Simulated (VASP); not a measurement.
Input of a VASP 6.6.1 run:

INCAR

```
SYSTEM = ScPt3S
ALGO     = Normal         ! electronic algorithm
EDIFF    = 1E-6           ! SCF threshold, eV
ENCUT    = 520            ! plane-wave cutoff, eV
GGA      = PE             ! functional
ISIF     = 2              ! what is computed and relaxed
ISMEAR   = 0              ! smearing method
LASPH    = .True.         ! aspherical terms in the spheres
LCHARG   = .False.        ! write CHGCAR
LREAL    = .False.        ! projectors in reciprocal space
LWAVE    = .False.        ! write WAVECAR
NBANDS   = 32             ! bands
NELM     = 100            ! most SCF steps
PREC     = Accurate       ! precision mode
SIGMA    = 0.1            ! smearing width, eV
```

Contents of KPOINTS:

```
k-points
0
Gamma
  4 4 4
  0 0 0
```

File POSCAR:

```
ScPt3S
1.0
    4.0606206000      0.0000000000      0.0000000000
    0.0000000000      4.0606206000      0.0000000000
    0.0000000000      0.0000000000      5.1468178500
Sc Pt S
1 3 1
Direct
    0.0000000000      0.0000000000      0.0000000000
    0.5000000000      0.5000000000      0.1201000000
    0.0000000000      0.5000000000      0.5209000100
    0.5000000000      0.0000000000      0.5209000100
    0.5000000000      0.5000000000      0.6800000100
```

Potentials or basis: VASP PAW PBE potentials, release 64 (Sc_sv, Pt, S).

The run is started by

```console
$ cat potpaw_PBE.64/Sc_sv/POTCAR potpaw_PBE.64/Pt/POTCAR potpaw_PBE.64/S/POTCAR > POTCAR
$ mpirun -np 1 vasp_std > vasp.out
```

(1) Predict the largest force.

(2) Predict the band gap on the k mesh.

Answers

(1) 4.449 eV/Å.

(2) zero (an odd number of electrons rules out a gap without spin polarisation).

Caveat: the k points lie up to 0.39 Å⁻¹ apart, too coarse for converged energies and pressures of a metal; spin-orbit coupling is left out, which moves the levels of the heavy elements; forces of over 1 eV/Å act on the atoms, so gaps and moduli don't describe the material at rest.
